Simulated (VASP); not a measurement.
# HfH2 (I4/mmm) in VASP: a series of runs

Runs on HfH2. Level: r2SCAN. Tasks: single point.

All numbers are computed with VASP 6.6.1; they aren't measurements. Logs are shortened: lines on timing, memory, paths and dates and some standing lists are left out, and cuts for length are marked.

### Step 1. The cell of the first run

The structure is tetragonal, space group I4/mmm (No. 139). The conventional cell has a = 3.437 Å, b = 3.437 Å, c = 4.246 Å, α = 90.00°, β = 90.00°, γ = 90.00°. Within 2.7 Å of Hf (site symmetry 4/mmm) lie 8 H at 2.02 Å. H (site symmetry -4m2) has 4 Hf at 2.02 Å and 6 H at 2.12 to 2.43 Å within 2.7 Å.

### Step 2. Single point, r2SCAN (8.36 Å³/atom)

Contents of POSCAR:

```
HfH2
1.0
   -1.7185107955      1.7185107955      2.1230011492
    1.7185107955     -1.7185107955      2.1230011492
    1.7185107955      1.7185107955     -2.1230011492
Hf H
1 2
Direct
    0.0000000000      0.0000000000      0.0000000000
    0.7500000000      0.2500000000      0.5000000000
    0.2500000000      0.7500000000      0.5000000000
```

Contents of INCAR.step1:

```
SYSTEM = HfH2
PREC = Accurate ; ENCUT = 520
ISMEAR = 0 ; SIGMA = 0.1
LREAL = .FALSE. ; LASPH = .TRUE.
NELM = 100 ; NBANDS = 13
GGA = PE ; ALGO = Normal
EDIFF = 1E-4 ; LWAVE = .TRUE.
LCHARG = .FALSE.
```

Contents of INCAR.step2:

```
SYSTEM = HfH2
PREC = Accurate ; ENCUT = 520
EDIFF = 1E-7 ; ISMEAR = 0
SIGMA = 0.1 ; LREAL = .FALSE.
LASPH = .TRUE. ; NELM = 100
ALGO = Normal ; ISIF = 2
LWAVE = .FALSE. ; LCHARG = .FALSE.
METAGGA = R2SCAN ; LMIXTAU = .TRUE.
NBANDS = 13 ; ISTART = 1
```

Contents of KPOINTS:

```
regular mesh
0
G
  16 16 16
  0 0 0
```

Potentials or basis: VASP PAW PBE potentials, release 64 (Hf_pv, H).

Command:

```console
cat potpaw_PBE.64/Hf_pv/POTCAR potpaw_PBE.64/H/POTCAR > POTCAR
cp INCAR.step1 INCAR
mpirun -np 1 vasp_std > vasp.out
cp INCAR.step2 INCAR
mpirun -np 1 vasp_std > vasp.out
```

OUTCAR:

```text
SYSTEM = HfH2
   PREC = Accurate
   ENCUT = 520
   EDIFF = 1E-7
   ISMEAR = 0
   LREAL = .FALSE.
   LASPH = .TRUE.
   NELM = 100
   ISIF = 2
   METAGGA = R2SCAN
   ISTART = 1

 ion  position               nearest neighbor table
   1  0.000  0.000  0.000-   2 2.02   3 2.02   2 2.02   3 2.02   2 2.02   3 2.02   2 2.02   3 2.02

   2  0.750  0.250  0.500-   1 2.02   1 2.02   1 2.02   1 2.02
   3  0.250  0.750  0.500-   1 2.02   1 2.02   1 2.02   1 2.02

  LATTYP: Found a body centered tetragonal cell.
 ALAT       =     3.4370215910
 C/A-ratio  =     1.2353725998

  Lattice vectors:

 A1 = (  -1.7185107955,   1.7185107955,   2.1230011492)
 A2 = (   1.7185107955,  -1.7185107955,   2.1230011492)
 A3 = (   1.7185107955,   1.7185107955,  -2.1230011492)

Analysis of symmetry for initial positions (statically):
=====================================================================
 Subroutine PRICEL returns:
 Original cell was already a primitive cell.

 Routine SETGRP: Setting up the symmetry group for a
 body centered tetragonal supercell.

 Subroutine GETGRP returns: Found 16 space group operations
 (whereof 16 operations were pure point group operations)
 out of a pool of 16 trial point group operations.

The static configuration has the point symmetry D_4h.

Analysis of symmetry for dynamics (positions and initial velocities):
=====================================================================
 Subroutine PRICEL returns:
 Original cell was already a primitive cell.

 Routine SETGRP: Setting up the symmetry group for a
 body centered tetragonal supercell.

 Subroutine GETGRP returns: Found 16 space group operations
 (whereof 16 operations were pure point group operations)
 out of a pool of 16 trial point group operations.

The dynamic configuration has the point symmetry D_4h.

 Subroutine INISYM returns: Found 16 space group operations
 (whereof 16 operations are pure point group operations),
 and found     1 'primitive' translations

----------------------------------------------------------------------------------------

                                     Primitive cell

  volume of cell :      25.0793

  direct lattice vectors                    reciprocal lattice vectors
    -1.718510796  1.718510796  2.123001149     0.000000000  0.290949583  0.235515652
     1.718510796 -1.718510796  2.123001149     0.290949583  0.000000000  0.235515652
     1.718510796  1.718510796 -2.123001149     0.290949583  0.290949583  0.000000000

  length of vectors
     3.227025347  3.227025347  3.227025347     0.374325103  0.374325103  0.411464847

  position of ions in fractional coordinates (direct lattice)
     0.000000000  0.000000000  0.000000000
     0.750000000  0.250000000  0.500000000
     0.250000000  0.750000000  0.500000000

  ion indices of the primitive-cell ions
   primitive index   ion index
                 1           1
                 2           2
                 3           3

----------------------------------------------------------------------------------------

 KPOINTS: regular mesh

Automatic generation of k-mesh.
 Grid dimensions read from file:
 generate k-points for:   16   16   16

 Generating k-lattice:

  Cartesian coordinates                     Fractional coordinates (reciprocal lattice)
     0.000000000  0.018184349  0.014719728     0.062500000  0.000000000 -0.000000000
     0.018184349  0.000000000  0.014719728     0.000000000  0.062500000 -0.000000000
     0.018184349  0.018184349  0.000000000     0.000000000  0.000000000  0.062500000

  Length of vectors
     0.023395319  0.023395319  0.025716553

  Shift w.r.t. Gamma in fractional coordinates (k-lattice)
     0.000000000  0.000000000  0.000000000

 Subroutine IBZKPT returns following result:
 ===========================================

 Found    349 irreducible k-points:

 Following reciprocal coordinates:
            Coordinates               Weight
  0.000000  0.000000  0.000000      1.000000
  0.062500  0.000000 -0.000000      8.000000
  0.125000  0.000000 -0.000000      8.000000
  0.187500  0.000000 -0.000000      8.000000
  0.250000  0.000000 -0.000000      8.000000
  0.312500  0.000000 -0.000000      8.000000
[... 16 lines left out ...]
 -0.125000  0.062500  0.000000     16.000000
 -0.062500  0.062500  0.000000      4.000000
 [... further k-points ...]
   k-points           NKPTS =    349   k-points in BZ     NKDIM =    349   number of bands    NBANDS=     13
   number of dos      NEDOS =    301   number of ions     NIONS =      3
   total plane-waves  NPLWV =  13824
   dimension x,y,z NGX =    24 NGY =   24 NGZ =   24
   dimension x,y,z NGXF=    48 NGYF=   48 NGZF=   48
   ions per type =               1   2
   NGX,Y,Z   is equivalent  to a cutoff of  12.36, 12.36, 12.36 a.u.
   NGXF,Y,Z  is equivalent  to a cutoff of  24.73, 24.73, 24.73 a.u.
 SYSTEM =  HfH2
   PREC   = accura    normal or accurate (medium, high low for compatibility)
   ISTART =      1    job   : 0-new  1-cont  2-samecut
   ICHARG =      0    charge: 1-file 2-atom 10-const
   ISPIN  =      1    spin polarized calculation?
   LNONCOLLINEAR =      F non collinear calculations
   LSORBIT =      F    spin-orbit coupling
   LASPH  =      T    aspherical Exc in radial PAW
   ENCUT  =  520.0 eV  38.22 Ry    6.18 a.u.   6.00  6.00  6.00*2*pi/ulx,y,z
   NELM   =    100;   NELMIN=  2; NELMDL=  0     # of ELM steps
   EDIFF  = 0.1E-06   stopping-criterion for ELM
   LREAL  =      F    real-space projection
   EDIFFG = 0.1E-05   stopping-criterion for IOM
   NSW    =      0    number of steps for IOM
   IBRION =     -1    ionic relax: 0-MD 1-quasi-New 2-CG
   NFREE  =      0    steps in history (QN), initial steepest desc. (CG)
   ISIF   =      2    stress and relaxation
   ISYM   =      2    0-nonsym 1-usesym 2-fastsym
   POTIM  = 0.5000    time-step for ionic-motion
   TEBEG  =    0.0;   TEEND  =   0.0 temperature during run
   PSTRESS=    0.0 pullay stress
   NELECT =      12.0000    total number of electrons
   NUPDOWN=      -1.0000    fix difference up-down
   EMIN   =  10.00;   EMAX   =-10.00  energy-range for DOS
   EFERMI =   0.00;   METHOD = LEGACY
   ISMEAR =     0;   SIGMA  =   0.10  broadening in eV -4-tet -1-fermi 0-gaus
   EFERMI_NEDOS =   21; number of points for ismear=-14 and -15
   IALGO  =     38    algorithm
   IMIX   =      4    mixing-type and parameters
     AMIX     =   0.40;   BMIX     =  1.00
     AMIX_MAG =   1.60;   BMIX_MAG =  1.00
  volume/ion in A,a.u.               =       8.36        56.41
  Fermi-wavevector in a.u.,A,eV,Ry     =   1.280453  2.419705 22.307569  1.639560
  Thomas-Fermi vector in A             =   2.412880
   LORBIT       =      0    0 simple, 1 ext, 2 COOP (PROOUT), +10 PAW based schemes
   METAGGA = R2SCAN    functional components
   LHFCALC =     F    Hartree Fock is set to
   AEXX    =    0.0000 exact exchange contribution
   IVDW    =     0    specifies the selected vdW correction
   LEPSILON=     F    determine dielectric tensor
   LRPA    =     F    only Hartree local field effects (RPA)
 non-spin polarized calculation
 Gauss-broadening in eV      SIGMA  =   0.10
  energy-cutoff  :      520.00
  volume of cell :       25.08
 maximum number of plane-waves:       700
   NGX = 11   NGY = 11   NGZ = 11

 number of electron      12.0000003 magnetization

 Free energy of the ion-electron system (eV)
  ---------------------------------------------------
  ext. energy  EPLUGINS =         0.00000000
  ---------------------------------------------------
  free energy    TOTEN  =       -53.68195917 eV

  energy without entropy =      -53.67971422  energy(sigma->0) =      -53.68083669

 E-fermi :   5.8159     XC(G=0): -12.4558

 val. band max:        5.8011607163   @ k =   0.0625   0.0625  -0.0000
 cond. band min:       5.8223928609   @ k =  -0.1875  -0.1875   0.1250
 fundamental gap:      0.0212321446
 Fermi energy:         5.8159496922

 k-point     1 :       0.0000    0.0000    0.0000
  band No.  band energies     occupation
      1     -26.3447      2.00000
      2     -26.3447      2.00000
      3     -26.2846      2.00000
      4      -6.4594      2.00000
      5       4.0556      2.00000
      6       5.2873      2.00000
      7       5.2873      2.00000
      8       6.4072      0.00000
      9       7.7361      0.00000
     10       9.3672      0.00000
     11      17.2008      0.00000
     12      17.9639      0.00000
     13      18.3191      0.00000

 k-point     2 :       0.0625    0.0000   -0.0000
  band No.  band energies     occupation
      1     -26.3644      2.00000
      2     -26.3502      2.00000
      3     -26.2944      2.00000
      4      -6.3412      2.00000
      5       3.2960      2.00000
      6       5.3399      2.00000
      7       5.7559      1.60463
      8       6.8920      0.00000
      9       7.6993      0.00000
     10       9.2784      0.00000
     11      17.0671      0.00000
     12      17.2008      0.00000
     13      18.5729      0.00000

 k-point     3 :       0.1250    0.0000   -0.0000
  band No.  band energies     occupation
      1     -26.4351      2.00000
      2     -26.3658      2.00000
      3     -26.3069      2.00000
      4      -5.9999      2.00000
      5       2.2229      2.00000
      6       5.4526      2.00000
      7       6.1155      0.00002
      8       7.6626      0.00000
      9       8.1057      0.00000
     10       9.1159      0.00000
     11      15.9714      0.00000
     12      17.2008      0.00000
     13      19.2978      0.00000

 k-point     4 :       0.1875    0.0000   -0.0000
  band No.  band energies     occupation
      1     -26.5485      2.00000
      2     -26.3891      2.00000
      3     -26.3154      2.00000
      4      -5.4764      2.00000
      5       1.2778      2.00000
      6       5.4998      1.99999
      7       6.4245      0.00000
      8       7.8131      0.00000
      9       8.6446      0.00000
     10       9.7785      0.00000
     11      15.0500      0.00000
     12      17.2007      0.00000
     13      19.9826      0.00000

 k-point     5 :       0.2500    0.0000   -0.0000
  band No.  band energies     occupation
      1     -26.6816      2.00000
      2     -26.4164      2.00000
      3     -26.3228      2.00000
      4      -4.8444      2.00000
      5       0.5409      2.00000
      6       5.3942      2.00000
      7       6.6703      0.00000
      8       8.2908      0.00000
      9       8.6371      0.00000
     10      10.8424      0.00000
     11      14.6481      0.00000
     12      17.2006      0.00000
     13      18.1171      0.00000
[... 257 lines left out ...]
 k-point    22 :      -0.1875    0.0625    0.0000
  band No.  band energies     occupation
      1     -26.5164      2.00000
      2     -26.3790      2.00000
      3     -26.3218      2.00000
      4      -5.6003      2.00000
      5       1.4785      2.00000
      6       5.6200      1.99443
      7       6.5063      0.00000
      8       7.3515      0.00000
      9       8.7317      0.00000
     10       9.3752      0.00000
     11      15.6502      0.00000
     12      17.2007      0.00000
     13      19.5571      0.00000

 k-point    23 :      -0.1250    0.0625    0.0000
  band No.  band energies     occupation
      1     -26.4231      2.00000
      2     -26.3588      2.00000
      3     -26.3083      2.00000
      4      -6.0566      2.00000
      5       2.3419      2.00000
      6       5.5500      1.99983
      7       6.3878      0.00000
      8       7.3931      0.00000
      9       7.6571      0.00000
     10       9.1127      0.00000
     11      16.4619      0.00000
     12      17.2008      0.00000
     13      18.9068      0.00000

 k-point    24 :      -0.0625    0.0625    0.0000
  band No.  band energies     occupation
      1     -26.3733      2.00000
      2     -26.3489      2.00000
      3     -26.2944      2.00000
      4      -6.3135      2.00000
      5       3.1310      2.00000
      6       5.4133      2.00000
      7       6.3722      0.00000
      8       6.4692      0.00000
      9       7.5834      0.00000
     10       9.2342      0.00000
     11      17.0800      0.00000
     12      17.2008      0.00000
     13      18.4695      0.00000

 [... further k-points ...]

------------------------ aborting loop because EDIFF is reached ----------------------------------------

  FORCE on cell =-STRESS in cart. coord.  units (eV):
  Direction    XX          YY          ZZ          XY          YZ          ZX
  --------------------------------------------------------------------------------------
  -------------------------------------------------------------------------------------
  Total        0.5938325      0.5938325      0.6243555      0.0000000      0.0000000      0.0000000
  in kB       37.9367240     37.9367240     39.8866703      0.0000000      0.0000000      0.0000000
  external PRESSURE =      38.5867061 kB  Pullay stress =       0.0000000 kB

 VOLUME and BASIS-vectors are now :
 -----------------------------------------------------------------------------
  energy-cutoff  :      520.00
  volume of cell :       25.08
      direct lattice vectors                 reciprocal lattice vectors
    -1.718510796  1.718510796  2.123001149     0.000000000  0.290949583  0.235515652
     1.718510796 -1.718510796  2.123001149     0.290949583  0.000000000  0.235515652
     1.718510796  1.718510796 -2.123001149     0.290949583  0.290949583  0.000000000

 POSITION                                       TOTAL-FORCE (eV/Angst)
 -----------------------------------------------------------------------------------
      0.00000      0.00000      0.00000         0.000000      0.000000     -0.000000
      0.00000      1.71851      1.06150        -0.000000     -0.000000      0.000000
      1.71851      0.00000      1.06150         0.000000      0.000000     -0.000000
 -----------------------------------------------------------------------------------
    total drift:                               -0.000000      0.000000      0.000000

  FREE ENERGIE OF THE ION-ELECTRON SYSTEM (eV)
  ---------------------------------------------------
  free  energy   TOTEN  =       -53.6819591660 eV

  energy  without entropy=      -53.6797142191  energy(sigma->0) =      -53.68083669
```

Wall time 9.3 min (1 thread of Oxide Virtual Turin-like, shared host); peak memory 0.2 GiB.

Results:

```
Free energy            : -53.6820 eV
Pressure               : 3.9 GPa
Band gap on the k mesh : zero (bands 6 and 7 overlap by 1.26 eV)
```

Levels at points of the mesh, in eV from the Fermi level:
```tsv
k point	band 2	band 3	band 4	band 5	band 6	band 7	band 8	band 9	band 10	band 11
(0.00, 0.00, 0.00)	-32.16	-32.10	-12.28	-1.76	-0.53	-0.53	0.59	1.92	3.55	11.38
(0.50, 0.00, 0.00)	-32.30	-32.16	-9.20	-5.86	-1.00	0.81	4.14	4.56	5.29	7.23
(0.50, 0.50, 0.00)	-32.35	-32.27	-7.34	-6.48	-4.59	4.29	4.52	5.78	6.92	8.16
(0.50, 0.50, 0.50)	-32.48	-32.48	-8.58	-4.81	-4.19	4.95	5.08	5.08	5.88	5.88
```

Caveat: the cell stands under pressure; the PAW data sets were made with another functional, which shifts forces and pressure a little; spin-orbit coupling is left out, which moves the levels of the heavy elements.

### Step 3. Single point, r2SCAN

This run uses another cell than the first one, of 8.62 Å³/atom.

Contents of POSCAR:

```
HfH2
1.0
   -1.7324560127      1.7324560127      2.1535680086
    1.7324560127     -1.7324560127      2.1535680086
    1.7324560127      1.7324560127     -2.1535680086
Hf H
1 2
Direct
    0.0000000000      0.0000000000      0.0000000000
    0.7500000000      0.2500000000      0.5000000000
    0.2500000000      0.7500000000      0.5000000000
```

Contents of INCAR.step1:

```
PREC = Accurate
ENCUT = 520
ISMEAR = 0
SIGMA = 0.1
LREAL = False
LASPH = True
NELM = 60
NBANDS = 13
GGA = PE
ALGO = Normal
EDIFF = 1E-4
LWAVE = True
LCHARG = False
```

Contents of INCAR.step2:

```
PREC = Accurate
ENCUT = 520
EDIFF = 1E-6
ISMEAR = 0
SIGMA = 0.1
LREAL = False
LASPH = True
NELM = 60
ALGO = Normal
ISIF = 2
LWAVE = False
LCHARG = True
METAGGA = R2SCAN
LMIXTAU = True
LELF = True
LVHAR = True
NBANDS = 13
ISTART = 1
```

Contents of KPOINTS:

```
Automatic mesh
0
Gamma
  16 16 16
```

Potentials or basis: VASP PAW PBE potentials, release 64 (Hf_pv, H).

Command:

```console
cat potpaw_PBE.64/Hf_pv/POTCAR potpaw_PBE.64/H/POTCAR > POTCAR
cp INCAR.step1 INCAR
mpirun -np 1 vasp_std > vasp.out
cp INCAR.step2 INCAR
mpirun -np 1 vasp_std > vasp.out
```

Run time: 7.2 min. Hardware: 1 thread of Oxide Virtual Turin-like, shared host; peak memory 0.21 GiB.

The run converged. Its results:

- Free energy: -53.6895 eV
- Pressure: -1.1 GPa
- Band gap on the k mesh: zero (bands 6 and 7 overlap by 1.21 eV)

Stress tensor (GPa, compression positive):
```
-1.10  0.00  0.00
 0.00 -1.10  0.00
 0.00  0.00 -0.95
```

Levels at points of the mesh, in eV from the Fermi level:
```csv
k point,band 2,band 3,band 4,band 5,band 6,band 7,band 8,band 9,band 10,band 11
"(0.00, 0.00, 0.00)",-32.28,-32.22,-12.11,-1.79,-0.52,-0.52,0.53,1.89,3.43,11.25
"(0.50, 0.00, 0.00)",-32.40,-32.27,-9.06,-5.88,-0.94,0.73,4.01,4.50,5.06,6.88
"(0.50, 0.50, 0.00)",-32.45,-32.38,-7.23,-6.48,-4.48,4.16,4.37,5.53,6.74,7.77
"(0.50, 0.50, 0.50)",-32.56,-32.56,-8.38,-4.92,-4.08,4.75,4.89,4.89,5.71,5.71
```

Caveat: the PAW data sets were made with another functional, which shifts forces and pressure a little; spin-orbit coupling is left out, which moves the levels of the heavy elements.

### Step 4. Single point, r2SCAN

This run uses another cell than the first one, of 8.62 Å³/atom.

POSCAR is that of step 3.

Contents of INCAR.step1:

```
SYSTEM = HfH2
PREC     = Accurate       ! precision mode
ENCUT    = 520            ! plane-wave cutoff, eV
ISMEAR   = 0              ! smearing method
SIGMA    = 0.1            ! smearing width, eV
LREAL    = .FALSE.        ! projectors in reciprocal space
LASPH    = .TRUE.         ! aspherical terms in the spheres
NELM     = 60             ! most SCF steps
NBANDS   = 13             ! bands
GGA      = PE             ! functional
ALGO     = Normal         ! electronic algorithm
EDIFF    = 1E-4           ! SCF threshold, eV
LWAVE    = .TRUE.         ! write WAVECAR
LCHARG   = .FALSE.        ! write CHGCAR
```

Contents of INCAR.step2:

```
SYSTEM = HfH2
PREC     = Accurate       ! precision mode
ENCUT    = 520            ! plane-wave cutoff, eV
EDIFF    = 1E-6           ! SCF threshold, eV
ISMEAR   = 0              ! smearing method
SIGMA    = 0.1            ! smearing width, eV
LREAL    = .FALSE.        ! projectors in reciprocal space
LASPH    = .TRUE.         ! aspherical terms in the spheres
NELM     = 60             ! most SCF steps
ALGO     = Normal         ! electronic algorithm
ISIF     = 2              ! what is computed and relaxed
LWAVE    = .FALSE.        ! write WAVECAR
LCHARG   = .FALSE.        ! write CHGCAR
METAGGA  = R2SCAN         ! meta-GGA
LMIXTAU  = .TRUE.       
NBANDS   = 13             ! bands
ISTART   = 1
```

Contents of KPOINTS:

```
Automatic mesh
0
G
  16 16 16
  0 0 0
```

Command:

```console
cat potpaw_PBE.64/Hf_pv/POTCAR potpaw_PBE.64/H/POTCAR > POTCAR
cp INCAR.step1 INCAR
mpirun -np 1 vasp_std > vasp.out
cp INCAR.step2 INCAR
mpirun -np 1 vasp_std > vasp.out
```

Wall time 7.5 min (1 thread of Oxide Virtual Turin-like, shared host); peak memory 0.21 GiB.

It converged, with:

* Free energy: -53.6895 eV
* Pressure: -1.1 GPa
* Band gap on the k mesh: zero (bands 6 and 7 overlap by 1.21 eV)

Stress tensor (GPa, compression positive):
```
-1.10  0.00  0.00
 0.00 -1.10  0.00
 0.00  0.00 -0.95
```

Levels at points of the mesh, in eV from the Fermi level:
```
           k point  band 2  band 3  band 4  band 5  band 6  band 7  band 8  band 9  band 10  band 11
(0.00, 0.00, 0.00)  -32.28  -32.22  -12.11   -1.79   -0.52   -0.52    0.53    1.89     3.43    11.25
(0.50, 0.00, 0.00)  -32.40  -32.27   -9.06   -5.88   -0.94    0.73    4.01    4.50     5.06     6.88
(0.50, 0.50, 0.00)  -32.45  -32.38   -7.23   -6.48   -4.48    4.16    4.37    5.53     6.74     7.77
(0.50, 0.50, 0.50)  -32.56  -32.56   -8.38   -4.92   -4.08    4.75    4.89    4.89     5.71     5.71
```

Caveat: the PAW data sets were made with another functional, which shifts forces and pressure a little; spin-orbit coupling is left out, which moves the levels of the heavy elements.

(Part 1 of 2 ends here.)

The gap in the log of VASP goes by the Fermi energy; the results here count the filled bands.